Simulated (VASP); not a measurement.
# MgF2 (P4_2/mnm) in VASP: single point with LDA

Aim: the single point of MgF2 with LDA.

All numbers are computed with VASP 6.6.1; they aren't measurements. Logs are shortened: lines on timing, memory, paths and dates and some standing lists are left out, and cuts for length are marked.

### 1 The cell of the first run

Symmetry: P4_2/mnm, No. 136, tetragonal system. Conventional cell: a = 4.556 Å, b = 4.556 Å, c = 3.012 Å, α = 90.00°, β = 90.00°, γ = 90.00°. Mg (site symmetry mmm) has 6 F at 1.95 to 1.97 Å within 2.6 Å. F (site symmetry m2m) has 3 Mg at 1.95 to 1.97 Å and 1 F at 2.54 Å within 2.6 Å.

### 2 Single point, LDA

File INCAR:

```
SYSTEM = MgF2
ALGO = Normal ; EDIFF = 1E-6
ENCUT = 840 ; GGA_COMPAT = .False.
ISIF = 2 ; ISMEAR = 0
LASPH = .True. ; LCHARG = .True.
LELF = .True. ; LREAL = .False.
LVHAR = .True. ; LWAVE = .False.
NBANDS = 33 ; NELM = 120
PREC = Accurate ; SIGMA = 0.02
```

File KPOINTS:

```
k-points
0
Gamma
  6 6 8
  0 0 0
```

File POSCAR:

```
MgF2
1.0
    4.5560405888      0.0000000000      0.0000000000
    0.0000000000      4.5560405888      0.0000000000
    0.0000000000      0.0000000000      3.0121193914
Mg F
2 4
Direct
    0.0000000000      0.0000000000      0.0000000000
    0.5000000000      0.5000000000      0.5000000000
    0.3029736534      0.3029736534      0.0000000000
    0.1970263466      0.8029736534      0.5000000000
    0.6970263466      0.6970263466      0.0000000000
    0.8029736534      0.1970263466      0.5000000000
```

Potentials or basis: VASP PAW LDA potentials, release 64 (Mg_sv, F).

Run with:

```console
$ cat potpaw_LDA.64/Mg_sv/POTCAR potpaw_LDA.64/F/POTCAR > POTCAR
$ mpirun -np 1 vasp_std > vasp.out
```

OUTCAR:

```text
SYSTEM = MgF2
   EDIFF = 1E-6
   ENCUT = 840
   ISIF = 2
   ISMEAR = 0
   LASPH = .True.
   LREAL = .False.
   NELM = 120
   PREC = Accurate

 ion  position               nearest neighbor table
   1  0.000  0.000  0.000-   3 1.95   5 1.95   4 1.97   6 1.97   4 1.97   6 1.97
   2  0.500  0.500  0.500-   4 1.95   6 1.95   5 1.97   3 1.97   3 1.97   5 1.97
   3  0.303  0.303  0.000-   1 1.95   2 1.97   2 1.97
   4  0.197  0.803  0.500-   2 1.95   1 1.97   1 1.97
   5  0.697  0.697  0.000-   1 1.95   2 1.97   2 1.97
   6  0.803  0.197  0.500-   2 1.95   1 1.97   1 1.97

  LATTYP: Found a simple tetragonal cell.
 ALAT       =     4.5560405888
 C/A-ratio  =     0.6611265490

  Lattice vectors:

 A1 = (   4.5560405888,   0.0000000000,   0.0000000000)
 A2 = (   0.0000000000,   4.5560405888,   0.0000000000)
 A3 = (   0.0000000000,   0.0000000000,   3.0121193914)

Analysis of symmetry for initial positions (statically):
=====================================================================
 Subroutine PRICEL returns:
 Original cell was already a primitive cell.

 Routine SETGRP: Setting up the symmetry group for a
 simple tetragonal supercell.

 Subroutine GETGRP returns: Found 16 space group operations
 (whereof  8 operations were pure point group operations)
 out of a pool of 16 trial point group operations.

The static configuration has the point symmetry D_2h.
 The point group associated with its full space group is D_4h.

Analysis of symmetry for dynamics (positions and initial velocities):
=====================================================================
 Subroutine PRICEL returns:
 Original cell was already a primitive cell.

 Routine SETGRP: Setting up the symmetry group for a
 simple tetragonal supercell.

 Subroutine GETGRP returns: Found 16 space group operations
 (whereof  8 operations were pure point group operations)
 out of a pool of 16 trial point group operations.

The dynamic configuration has the point symmetry D_2h.
 The point group associated with its full space group is D_4h.

 Subroutine INISYM returns: Found 16 space group operations
 (whereof  8 operations are pure point group operations),
 and found     1 'primitive' translations

----------------------------------------------------------------------------------------

                                     Primitive cell

  volume of cell :      62.5241

  direct lattice vectors                    reciprocal lattice vectors
     4.556040589  0.000000000  0.000000000     0.219488826  0.000000000  0.000000000
     0.000000000  4.556040589  0.000000000     0.000000000  0.219488826  0.000000000
     0.000000000  0.000000000  3.012119391     0.000000000  0.000000000  0.331992152

  length of vectors
     4.556040589  4.556040589  3.012119391     0.219488826  0.219488826  0.331992152

  position of ions in fractional coordinates (direct lattice)
     0.000000000  0.000000000  0.000000000
     0.500000000  0.500000000  0.500000000
     0.302973653  0.302973653  0.000000000
     0.197026347  0.802973653  0.500000000
     0.697026347  0.697026347  0.000000000
     0.802973653  0.197026347  0.500000000

  ion indices of the primitive-cell ions
   primitive index   ion index
                 1           1
                 2           2
                 3           3
                 4           4
                 5           5
                 6           6

----------------------------------------------------------------------------------------

 KPOINTS: k-points

Automatic generation of k-mesh.
 Grid dimensions read from file:
 generate k-points for:    6    6    8

 Generating k-lattice:

  Cartesian coordinates                     Fractional coordinates (reciprocal lattice)
     0.036581471  0.000000000  0.000000000     0.166666667  0.000000000  0.000000000
     0.000000000  0.036581471  0.000000000     0.000000000  0.166666667  0.000000000
     0.000000000  0.000000000  0.041499019     0.000000000  0.000000000  0.125000000

  Length of vectors
     0.036581471  0.036581471  0.041499019

  Shift w.r.t. Gamma in fractional coordinates (k-lattice)
     0.000000000  0.000000000  0.000000000

 Subroutine IBZKPT returns following result:
 ===========================================

 Found     50 irreducible k-points:

 Following reciprocal coordinates:
            Coordinates               Weight
  0.000000  0.000000  0.000000      1.000000
  0.166667  0.000000  0.000000      4.000000
  0.333333  0.000000  0.000000      4.000000
  0.500000  0.000000  0.000000      2.000000
  0.166667  0.166667  0.000000      4.000000
  0.333333  0.166667  0.000000      8.000000
[... 16 lines left out ...]
  0.333333  0.000000  0.250000      8.000000
  0.500000  0.000000  0.250000      4.000000
 [... further k-points ...]
   k-points           NKPTS =     50   k-points in BZ     NKDIM =     50   number of bands    NBANDS=     33
   number of dos      NEDOS =    301   number of ions     NIONS =      6
   total plane-waves  NPLWV =  64512
   dimension x,y,z NGX =    48 NGY =   48 NGZ =   28
   dimension x,y,z NGXF=    96 NGYF=   96 NGZF=   56
   ions per type =               2   4
   NGX,Y,Z   is equivalent  to a cutoff of  17.51, 17.51, 15.45 a.u.
   NGXF,Y,Z  is equivalent  to a cutoff of  35.03, 35.03, 30.91 a.u.
 SYSTEM =  MgF2
   PREC   = accura    normal or accurate (medium, high low for compatibility)
   ISTART =      0    job   : 0-new  1-cont  2-samecut
   ICHARG =      2    charge: 1-file 2-atom 10-const
   ISPIN  =      1    spin polarized calculation?
   LNONCOLLINEAR =      F non collinear calculations
   LSORBIT =      F    spin-orbit coupling
   LASPH  =      T    aspherical Exc in radial PAW
   ENCUT  =  840.0 eV  61.74 Ry    7.86 a.u.  10.77 10.77  7.12*2*pi/ulx,y,z
   NELM   =    120;   NELMIN=  2; NELMDL= -5     # of ELM steps
   EDIFF  = 0.1E-05   stopping-criterion for ELM
   LREAL  =      F    real-space projection
   EDIFFG = 0.1E-04   stopping-criterion for IOM
   NSW    =      0    number of steps for IOM
   IBRION =     -1    ionic relax: 0-MD 1-quasi-New 2-CG
   NFREE  =      0    steps in history (QN), initial steepest desc. (CG)
   ISIF   =      2    stress and relaxation
   ISYM   =      2    0-nonsym 1-usesym 2-fastsym
   POTIM  = 0.5000    time-step for ionic-motion
   TEBEG  =    0.0;   TEEND  =   0.0 temperature during run
   PSTRESS=    0.0 pullay stress
   NELECT =      48.0000    total number of electrons
   NUPDOWN=      -1.0000    fix difference up-down
   EMIN   =  10.00;   EMAX   =-10.00  energy-range for DOS
   EFERMI =   0.00;   METHOD = LEGACY
   ISMEAR =     0;   SIGMA  =   0.02  broadening in eV -4-tet -1-fermi 0-gaus
   EFERMI_NEDOS =   21; number of points for ismear=-14 and -15
   IALGO  =     38    algorithm
   IMIX   =      4    mixing-type and parameters
     AMIX     =   0.40;   BMIX     =  1.00
     AMIX_MAG =   1.60;   BMIX_MAG =  1.00
  volume/ion in A,a.u.               =      10.42        70.32
  Fermi-wavevector in a.u.,A,eV,Ry     =   1.499016  2.832729 30.572937  2.247047
  Thomas-Fermi vector in A             =   2.610700
   LORBIT       =      0    0 simple, 1 ext, 2 COOP (PROOUT), +10 PAW based schemes
   GGA     = CA    functional components
   LHFCALC =     F    Hartree Fock is set to
   AEXX    =    0.0000 exact exchange contribution
   IVDW    =     0    specifies the selected vdW correction
   LEPSILON=     F    determine dielectric tensor
   LRPA    =     F    only Hartree local field effects (RPA)
 non-spin polarized calculation
 Gauss-broadening in eV      SIGMA  =   0.02
  energy-cutoff  :      840.00
  volume of cell :       62.52
 maximum number of plane-waves:      3488
 NGX is ok and might be reduce to    48
   NGX = 21   NGY = 21   NGZ = 15

 number of electron      48.0000020 magnetization

 Free energy of the ion-electron system (eV)
  ---------------------------------------------------
  ext. energy  EPLUGINS =         0.00000000
  ---------------------------------------------------
  free energy    TOTEN  =       -34.56856866 eV

  energy without entropy =      -34.56856866  energy(sigma->0) =      -34.56856866

 E-fermi :  -1.3231     XC(G=0): -10.8856

 val. band max:       -1.5004137544   @ k =   0.0000   0.0000   0.0000
 cond. band min:       5.5712569341   @ k =   0.0000   0.0000   0.0000
 fundamental gap:      7.0716706885
 Fermi energy:        -1.3231489072

 k-point     1 :       0.0000    0.0000    0.0000
  band No.  band energies     occupation
      1     -71.1432      2.00000
      2     -71.1417      2.00000
      3     -38.6689      2.00000
      4     -38.6689      2.00000
      5     -38.6411      2.00000
      6     -38.6411      2.00000
[... 25 lines left out ...]
     32      17.1082      0.00000
     33      17.1082      0.00000

 k-point     2 :       0.1667    0.0000    0.0000
  band No.  band energies     occupation
      1     -71.1431      2.00000
      2     -71.1418      2.00000
      3     -38.6678      2.00000
      4     -38.6677      2.00000
      5     -38.6424      2.00000
      6     -38.6424      2.00000
[... 25 lines left out ...]
     32      16.8265      0.00000
     33      17.1714      0.00000

 k-point     3 :       0.3333    0.0000    0.0000
  band No.  band energies     occupation
      1     -71.1430      2.00000
      2     -71.1422      2.00000
      3     -38.6650      2.00000
      4     -38.6648      2.00000
      5     -38.6455      2.00000
      6     -38.6454      2.00000
[... 25 lines left out ...]
     32      16.4241      0.00000
     33      16.8872      0.00000

 k-point     4 :       0.5000    0.0000    0.0000
  band No.  band energies     occupation
      1     -71.1426      2.00000
      2     -71.1426      2.00000
      3     -38.6631      2.00000
      4     -38.6631      2.00000
      5     -38.6474      2.00000
      6     -38.6474      2.00000
[... 25 lines left out ...]
     32      16.0899      0.00000
     33      16.8701      0.00000

 k-point     5 :       0.1667    0.1667    0.0000
  band No.  band energies     occupation
      1     -71.1431      2.00000
      2     -71.1420      2.00000
      3     -38.6692      2.00000
      4     -38.6647      2.00000
      5     -38.6456      2.00000
      6     -38.6409      2.00000
[... 604 lines left out ...]
 k-point    22 :       0.1667    0.0000    0.2500
  band No.  band energies     occupation
      1     -71.1415      2.00000
      2     -71.1405      2.00000
      3     -38.6683      2.00000
      4     -38.6652      2.00000
      5     -38.6597      2.00000
      6     -38.6590      2.00000
[... 25 lines left out ...]
     32      15.8889      0.00000
     33      16.5445      0.00000

 k-point    23 :       0.3333    0.0000    0.2500
  band No.  band energies     occupation
      1     -71.1412      2.00000
      2     -71.1407      2.00000
      3     -38.6691      2.00000
      4     -38.6670      2.00000
      5     -38.6576      2.00000
      6     -38.6566      2.00000
[... 25 lines left out ...]
     32      15.1576      0.00000
     33      15.7589      0.00000

 k-point    24 :       0.5000    0.0000    0.2500
  band No.  band energies     occupation
      1     -71.1410      2.00000
      2     -71.1410      2.00000
      3     -38.6685      2.00000
      4     -38.6685      2.00000
      5     -38.6561      2.00000
      6     -38.6561      2.00000
[... 25 lines left out ...]
     32      14.7334      0.00000
     33      16.1482      0.00000

 [... further k-points ...]

------------------------ aborting loop because EDIFF is reached ----------------------------------------

  FORCE on cell =-STRESS in cart. coord.  units (eV):
  Direction    XX          YY          ZZ          XY          YZ          ZX
  --------------------------------------------------------------------------------------
  -------------------------------------------------------------------------------------
  Total        0.0651120      0.0651120      0.1771273     -0.0000000      0.0000000      0.0000000
  in kB        1.6684917      1.6684917      4.5388793     -0.0000000      0.0000000      0.0000000
  external PRESSURE =       2.6252875 kB  Pullay stress =       0.0000000 kB

 VOLUME and BASIS-vectors are now :
 -----------------------------------------------------------------------------
  energy-cutoff  :      840.00
  volume of cell :       62.52
      direct lattice vectors                 reciprocal lattice vectors
     4.556040589  0.000000000  0.000000000     0.219488826  0.000000000  0.000000000
     0.000000000  4.556040589  0.000000000     0.000000000  0.219488826  0.000000000
     0.000000000  0.000000000  3.012119391     0.000000000  0.000000000  0.331992152

 POSITION                                       TOTAL-FORCE (eV/Angst)
 -----------------------------------------------------------------------------------
      0.00000      0.00000      0.00000         0.000000      0.000000      0.000000
      2.27802      2.27802      1.50606         0.000000      0.000000      0.000000
      1.38036      1.38036      0.00000        -0.007912     -0.007912      0.000000
      0.89766      3.65838      1.50606         0.007912     -0.007912      0.000000
      3.17568      3.17568      0.00000         0.007912      0.007912     -0.000000
      3.65838      0.89766      1.50606        -0.007912      0.007912     -0.000000
 -----------------------------------------------------------------------------------
    total drift:                                0.000000     -0.000000     -0.000000

  FREE ENERGIE OF THE ION-ELECTRON SYSTEM (eV)
  ---------------------------------------------------
  free  energy   TOTEN  =       -34.5685686568 eV

  energy  without entropy=      -34.5685686568  energy(sigma->0) =      -34.56856866
```

Wall time 1.7 min (1 thread of Intel Xeon Platinum 8375C at 2.90GHz (Ice Lake), shared host); peak memory 0.29 GiB.

What came out:

```
Free energy            : -34.5686 eV
Pressure               : 0.3 GPa
Largest force          : 0.011 eV/Å
Band gap on the k mesh : 7.07 eV
```

Forces in eV/Å, atoms in the order of the input:
```
Mg   0.000  0.000  0.000
Mg   0.000  0.000  0.000
F   -0.008 -0.008  0.000
F    0.008 -0.008  0.000
F    0.008  0.008  0.000
F   -0.008  0.008  0.000
```

A k mesh can miss the band edges.
